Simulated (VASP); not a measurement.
# Cr (P6_3/mmc) in VASP: a series of runs

Runs on Cr. Level: LDA. Tasks: single point, relaxation of cell and atoms.

All numbers are computed with VASP 6.6.1; they aren't measurements. Logs are shortened: lines on timing, memory, paths and dates and some standing lists are left out, and cuts for length are marked.

### Step 1. The cell of the first run

It takes space group P6_3/mmc (No. 194, hexagonal). Conventional cell: a = 2.428 Å, b = 2.428 Å, c = 4.385 Å, α = 90.00°, β = 90.00°, γ = 120.00°. Cr (site symmetry -6m2) has 12 Cr at 2.43 to 2.60 Å within 3.2 Å.

### Step 2. Single point, LDA, collinear spin, ferromagnetic start

INCAR reads:

```
PREC     = Accurate       # precision mode
ENCUT    = 520            # plane-wave cutoff, eV
EDIFF    = 1E-6           # SCF threshold, eV
ISMEAR   = 0              # smearing method
SIGMA    = 0.1            # smearing width, eV
LREAL    = F              # projectors in reciprocal space
LASPH    = T              # aspherical terms in the spheres
NELM     = 150            # most SCF steps
ALGO     = Normal         # electronic algorithm
ISIF     = 2              # what is computed and relaxed
LWAVE    = F              # write WAVECAR
LCHARG   = F              # write CHGCAR
ISPIN    = 2              # spin polarisation
MAGMOM   = 3 3            # initial moments
LORBIT   = 11             # projections on sites
LMAXMIX  = 4              # l up to which the mixer works
GGA      = CA             # functional
NBANDS   = 23             # bands
```

KPOINTS reads:

```
Automatic mesh
0
Gamma
  7 7 4
```

POSCAR reads:

```
Cr
1.0
    2.4280551022      0.0000000000      0.0000000000
   -1.2140275511      2.1027574003      0.0000000000
    0.0000000000      0.0000000000      4.3847795087
Cr
2
Direct
    0.3333333333      0.6666666667      0.2500000000
    0.6666666667      0.3333333333      0.7500000000
```

Potentials or basis: VASP PAW LDA potentials, release 64 (Cr_pv).

The run is started by

```console
cat potpaw_LDA.64/Cr_pv/POTCAR > POTCAR
mpirun -np 1 vasp_std > vasp.out
```

OUTCAR:

```text
PREC = Accurate
   ENCUT = 520
   EDIFF = 1E-6
   ISMEAR = 0
   LREAL = F
   LASPH = T
   NELM = 150
   ISIF = 2
   ISPIN = 2
   LORBIT = 11
   GGA = CA

 ion  position               nearest neighbor table
   1  0.333  0.667  0.250-   2 2.60   2 2.60   2 2.60   2 2.60   2 2.60   2 2.60
   2  0.667  0.333  0.750-   1 2.60   1 2.60   1 2.60   1 2.60   1 2.60   1 2.60

  LATTYP: Found a hexagonal cell.
 ALAT       =     2.4280551022
 C/A-ratio  =     1.8058813841

  Lattice vectors:

 A1 = (   2.4280551022,   0.0000000000,   0.0000000000)
 A2 = (  -1.2140275511,   2.1027574003,   0.0000000000)
 A3 = (   0.0000000000,   0.0000000000,   4.3847795087)

Analysis of symmetry for initial positions (statically):
=====================================================================
 Subroutine PRICEL returns:
 Original cell was already a primitive cell.

 Routine SETGRP: Setting up the symmetry group for a
 hexagonal supercell.

 Subroutine GETGRP returns: Found 24 space group operations
 (whereof 12 operations were pure point group operations)
 out of a pool of 24 trial point group operations.

The static configuration has the point symmetry D_3d.
 The point group associated with its full space group is D_6h.

Analysis of symmetry for dynamics (positions and initial velocities):
=====================================================================
 Subroutine PRICEL returns:
 Original cell was already a primitive cell.

 Routine SETGRP: Setting up the symmetry group for a
 hexagonal supercell.

 Subroutine GETGRP returns: Found 24 space group operations
 (whereof 12 operations were pure point group operations)
 out of a pool of 24 trial point group operations.

The dynamic configuration has the point symmetry D_3d.
 The point group associated with its full space group is D_6h.

Analysis of structural, dynamic, and magnetic symmetry:
=====================================================================
 Subroutine PRICEL returns:
 Original cell was already a primitive cell.

 Routine SETGRP: Setting up the symmetry group for a
 hexagonal supercell.

 Subroutine GETGRP returns: Found 24 space group operations
 (whereof 12 operations were pure point group operations)
 out of a pool of 24 trial point group operations.

The overall configuration has the point symmetry D_3d.
 The point group associated with its full space group is D_6h.

 Subroutine INISYM returns: Found 24 space group operations
[... 116 lines left out ...]
     AMIX_MAG =   1.60;   BMIX_MAG =  1.00
  volume/ion in A,a.u.               =      11.19        75.54
  Fermi-wavevector in a.u.,A,eV,Ry     =   1.675509  3.166253 38.196047  2.807330
  Thomas-Fermi vector in A             =   2.760116
   LORBIT       =     11    0 simple, 1 ext, 2 COOP (PROOUT), +10 PAW based schemes
   GGA     = CA    functional components
   LHFCALC =     F    Hartree Fock is set to
   AEXX    =    0.0000 exact exchange contribution
   IVDW    =     0    specifies the selected vdW correction
   LEPSILON=     F    determine dielectric tensor
   LRPA    =     F    only Hartree local field effects (RPA)
 spin polarized calculation
 Gauss-broadening in eV      SIGMA  =   0.10
  energy-cutoff  :      520.00
  volume of cell :       22.39
 maximum number of plane-waves:       635
 NGX is ok and might be reduce to    18
   NGX =  9   NGY =  9   NGZ = 17

 number of electron      24.0000014 magnetization      -0.0006770

 number of electron      24.0000014 magnetization       0.0005669

 Free energy of the ion-electron system (eV)
  ---------------------------------------------------
  ext. energy  EPLUGINS =         0.00000000
  ---------------------------------------------------
  free energy    TOTEN  =       -20.41739203 eV

  energy without entropy =      -20.40263008  energy(sigma->0) =      -20.41001106

 E-fermi :  11.0108     XC(G=0): -14.1657

 val. band max:       10.9840646306   @ k =   0.2857   0.2857   0.0000
 cond. band min:      11.0989916729   @ k =   0.1429   0.0000   0.2500
 fundamental gap:      0.1149270423
 Fermi energy:        11.0107983689

 spin component 1

 k-point     1 :       0.0000    0.0000    0.0000
  band No.  band energies     occupation
      1     -31.8761      1.00000
      2     -31.0533      1.00000
      3     -30.8996      1.00000
      4     -30.8996      1.00000
      5     -30.8250      1.00000
      6     -30.8250      1.00000
[... 613 lines left out ...]
     22      23.0155      0.00000
     23      24.6007      0.00000
 Fermi energy:        11.0107983689

 spin component 2

 k-point     1 :       0.0000    0.0000    0.0000
  band No.  band energies     occupation
      1     -31.8759      1.00000
      2     -31.0531      1.00000
      3     -30.8993      1.00000
      4     -30.8993      1.00000
      5     -30.8248      1.00000
      6     -30.8248      1.00000
[... 613 lines left out ...]
     22      23.0156      0.00000
     23      24.6009      0.00000

------------------------ aborting loop because EDIFF is reached ----------------------------------------

  FORCE on cell =-STRESS in cart. coord.  units (eV):
  Direction    XX          YY          ZZ          XY          YZ          ZX
  --------------------------------------------------------------------------------------
  -------------------------------------------------------------------------------------
  Total        0.0065643      0.0065643     -0.0218784      0.0000000      0.0000000      0.0000000
  in kB        0.4697931      0.4697931     -1.5657788      0.0000000      0.0000000      0.0000000
  external PRESSURE =      -0.2087308 kB  Pullay stress =       0.0000000 kB

 VOLUME and BASIS-vectors are now :
 -----------------------------------------------------------------------------
  energy-cutoff  :      520.00
  volume of cell :       22.39
      direct lattice vectors                 reciprocal lattice vectors
     2.428055102  0.000000000  0.000000000     0.411852268  0.237783018  0.000000000
    -1.214027551  2.102757400  0.000000000     0.000000000  0.475566035  0.000000000
     0.000000000  0.000000000  4.384779509     0.000000000  0.000000000  0.228061639

 POSITION                                       TOTAL-FORCE (eV/Angst)
 -----------------------------------------------------------------------------------
     -0.00000      1.40184      1.09619         0.000000      0.000000      0.000000
      1.21403      0.70092      3.28858        -0.000000     -0.000000      0.000000
 -----------------------------------------------------------------------------------
    total drift:                               -0.000000      0.000000     -0.000000

  FREE ENERGIE OF THE ION-ELECTRON SYSTEM (eV)
  ---------------------------------------------------
  free  energy   TOTEN  =       -20.4173920314 eV

  energy  without entropy=      -20.4026300842  energy(sigma->0) =      -20.41001106

 total charge

# of ion       s       p       d       tot
------------------------------------------
    1        0.451   6.408   4.301  11.160
    2        0.451   6.408   4.301  11.160
--------------------------------------------------
tot          0.902  12.815   8.602  22.320

 magnetization (x)

# of ion       s       p       d       tot
------------------------------------------
    1        0.000   0.000   0.000   0.000
    2        0.000   0.000   0.000   0.000
--------------------------------------------------
tot          0.000   0.000   0.000   0.000
```

OSZICAR:

```text
N       E                     dE             d eps       ncg     rms          rms(c)
DAV:   1     0.244271149817E+03    0.24427E+03   -0.13532E+04  2224   0.133E+03
DAV:   2    -0.131648320522E+02   -0.25744E+03   -0.24791E+03  2271   0.387E+02
DAV:   3    -0.212056137880E+02   -0.80408E+01   -0.79695E+01  2845   0.799E+01
DAV:   4    -0.212719304958E+02   -0.66317E-01   -0.66289E-01  2243   0.749E+00
DAV:   5    -0.212727482845E+02   -0.81779E-03   -0.81779E-03  2355   0.777E-01    0.221E+01
DAV:   6    -0.201700731936E+02    0.11027E+01   -0.81381E+00  2467   0.321E+01    0.495E+00
DAV:   7    -0.204043481441E+02   -0.23427E+00   -0.32816E-01  2418   0.549E+00    0.361E+00
DAV:   8    -0.204201200225E+02   -0.15772E-01   -0.11182E-02  2355   0.111E+00    0.134E+00
DAV:   9    -0.204197187556E+02    0.40127E-03   -0.43139E-03  2499   0.658E-01    0.405E-01
DAV:  10    -0.204174568193E+02    0.22619E-02   -0.18365E-03  2369   0.413E-01    0.132E-01
DAV:  11    -0.204173463957E+02    0.11042E-03   -0.20325E-04  2355   0.139E-01    0.825E-02
DAV:  12    -0.204173773700E+02   -0.30974E-04   -0.19242E-05  2390   0.452E-02    0.376E-02
DAV:  13    -0.204173920271E+02   -0.14657E-04   -0.45680E-06  2235   0.218E-02    0.664E-03
DAV:  14    -0.204173920314E+02   -0.42601E-08   -0.49222E-07  1153   0.627E-03
   1 F= -.20417392E+02 E0= -.20410011E+02  d E =-.147619E-01  mag=     0.0005
```

It took 9.8 s on 1 thread of Intel Xeon 6975P-C (Granite Rapids), shared host; peak memory 0.13 GiB.

What came out:

```
Free energy                                           : -20.4174 eV
Pressure                                              : 0.0 GPa
Band gap on the k mesh                                : zero (filled and empty bands overlap)
Net moment                                            : 0.00 μB per cell
Valence electrons inside the program's atomic spheres : Cr 11.16
```

Caveat: the k points lie up to 0.43 Å⁻¹ apart; the starting moments collapsed, and a magnetic state may lie lower.

### Step 3. Relaxation of cell and atoms, LDA, collinear spin, ferromagnetic start

This run uses another cell than the first one, of 14.07 Å³/atom, 1.257 times its volume.

INCAR reads:

```
PREC     = Accurate       # precision mode
ENCUT    = 600            # plane-wave cutoff, eV
EDIFF    = 1E-6           # SCF threshold, eV
ISMEAR   = 0              # smearing method
SIGMA    = 0.1            # smearing width, eV
LREAL    = False          # projectors in reciprocal space
LASPH    = True           # aspherical terms in the spheres
NELM     = 150            # most SCF steps
ALGO     = Normal         # electronic algorithm
ISIF     = 3              # what is computed and relaxed
LWAVE    = False          # write WAVECAR
LCHARG   = False          # write CHGCAR
ISPIN    = 2              # spin polarisation
MAGMOM   = 3 3            # initial moments
LORBIT   = 11             # projections on sites
LMAXMIX  = 4              # l up to which the mixer works
IBRION   = 2              # ionic algorithm
NSW      = 60             # ionic steps
EDIFFG   = -0.02          # ionic threshold
```

KPOINTS is that of step 2.

POSCAR reads:

```
Cr
1.0
    2.7140000000      0.0000000000      0.0000000000
   -1.3570000000      2.3503930000      0.0000000000
    0.0000000000      0.0000000000      4.4100000000
Cr
2
Direct
    0.3333333333      0.6666666667      0.2500000000
    0.6666666667      0.3333333333      0.7500000000
```

Potentials or basis: VASP PAW LDA potentials, release 64 (Cr_pv).

The run is started by

```console
cat potpaw_LDA.64/Cr_pv/POTCAR > POTCAR
mpirun -np 1 vasp_std > vasp.out
```

It took 100 s on 1 thread of Intel Xeon 6975P-C (Granite Rapids), shared host; peak memory 0.17 GiB.

Results (log left out):

```yaml
Free_energy: -20.4221 eV
Relaxed_volume: 11.19 Å³/atom
Relaxed_cell: a = 2.428 Å, b = 2.428 Å, c = 4.385 Å, α = 90.00°, β = 90.00°, γ = 120.00°
Space_group_after_relaxing_to_0.05_Å: P6_3/mmc (No. 194)
Energy_gained_by_relaxing: 475.6 meV/atom
Ionic_steps: 12
Pressure_after_relaxing: 0.0 GPa
Band_gap_on_the_k_mesh: zero (filled and empty bands overlap)
Net_moment: 0.00 μB per cell
Valence_electrons_inside_the_program's_atomic_spheres: Cr 11.16
```

Stress tensor (GPa, compression positive):
```
 0.05  0.00  0.00
 0.00  0.05  0.00
 0.00  0.00 -0.10
```

The path:
```
step  energy change (eV)  largest force (eV/Å)  pressure (GPa)  volume (Å³)
   1              0.0000                0.0000          -38.38        28.13
   2              1.2164                0.0000          151.19        16.51
   3             -0.8832                0.0000           -4.55        22.65
   4             -0.8893                0.0000           -1.36        22.36
   5             -0.8900                0.0000            0.89        22.20
   6             -0.9164                0.0000            1.24        22.20
   7             -0.9341                0.0000            4.51        22.12
   8             -0.9461                0.0000            2.26        22.17
   9             -0.9484                0.0000            3.22        22.15
  10             -0.9493                0.0000            2.86        22.16
  11             -0.9390                0.0000           -6.49        22.96
  12             -0.9513                0.0000            0.00        22.39
```

Final structure:
```yaml
crystal:
  lattice:
    - [2.42818, 0.00000, 0.00000]
    - [-1.21409, 2.10286, 0.00000]
    - [0.00000, 0.00000, 4.38476]
  atoms:
    - { symbol: Cr, position: [0.33333, 0.66667, 0.25000] }
    - { symbol: Cr, position: [0.66667, 0.33333, 0.75000] }
```

Levels at points of the mesh, in eV from the Fermi level:
Spin up:
```csv
k point,band 8,band 9,band 10,band 11,band 12,band 13,band 14,band 15,band 16,band 17
"(0.00, 0.00, 0.00)",-4.21,-1.34,-0.39,-0.39,-0.09,-0.05,-0.05,1.20,1.20,2.38
"(0.00, 0.00, 0.50)",-5.63,-1.70,-1.70,-0.36,-0.36,-0.36,-0.36,1.96,1.96,1.96
```
Spin down:
| k point | band 10 | band 11 | band 12 | band 13 | band 14 | band 15 |
| --- | --- | --- | --- | --- | --- | --- |
| (0.00, 0.00, 0.00) | -0.39 | -0.39 | -0.09 | -0.05 | -0.05 | 1.20 |
| (0.00, 0.00, 0.50) | -1.70 | -0.36 | -0.36 | -0.36 | -0.36 | 1.96 |

Caveat: the k points lie up to 0.43 Å⁻¹ apart in the final cell; the starting moments collapsed, and a magnetic state may lie lower; the volume moved by over 15 % at a fixed basis, so the end points are rough; the volume moved by -20 % from the deposited cell, more than functionals usually miss. Zero-point motion and thermal expansion aren't in these numbers.
